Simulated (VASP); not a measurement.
Runs of VASP 6.6.1 on CaO. The structure is that of space group Pm-3m (No. 221), or close to it. The cells are those of the table. 

| level | cell | smearing | gap on the mesh (eV) | pressure (GPa) |
| --- | --- | --- | --- | --- |
| PBE | a = 2.994, b = 2.903, c = 2.903 Å, 2 atoms | fermi-dirac 0.02 eV | 2.67 | 0.7 |
| PBE | a = 2.918 Å, angles 89.4°, 2 atoms | fermi-dirac 0.02 eV | 2.77 | (b) |
| r2SCAN | a = 2.972, b = 2.972, c = 2.903 Å, 2 atoms | gaussian 0.01 eV | 3.14 | -4.3 |
| r2SCAN | a = 2.918 Å, angles 89.4°, 2 atoms | gaussian 0.01 eV | 3.28 | -0.7 |
| r2SCAN | a = 2.994, b = 2.903, c = 2.903 Å, 2 atoms | gaussian 0.01 eV | 3.18 | -2.6 |
| PBE | a = 2.972, b = 2.972, c = 2.903 Å, 2 atoms | fermi-dirac 0.02 eV | (a) | -1.0 |

Alike in all rows: task single point; potentials or basis VASP PAW PBE potentials, release 64 (Ca_sv, O); no spin polarisation; k mesh 8 × 8 × 8; cutoff (eV) 520.

Question: Fill in the values left out.

Answer: (a) 2.63; (b) 2.6.

Caveats: the PAW data sets were made with another functional, which shifts forces and pressure a little (at least some runs); the cell stands under tension (at least some runs).

A k mesh can miss the band edges.
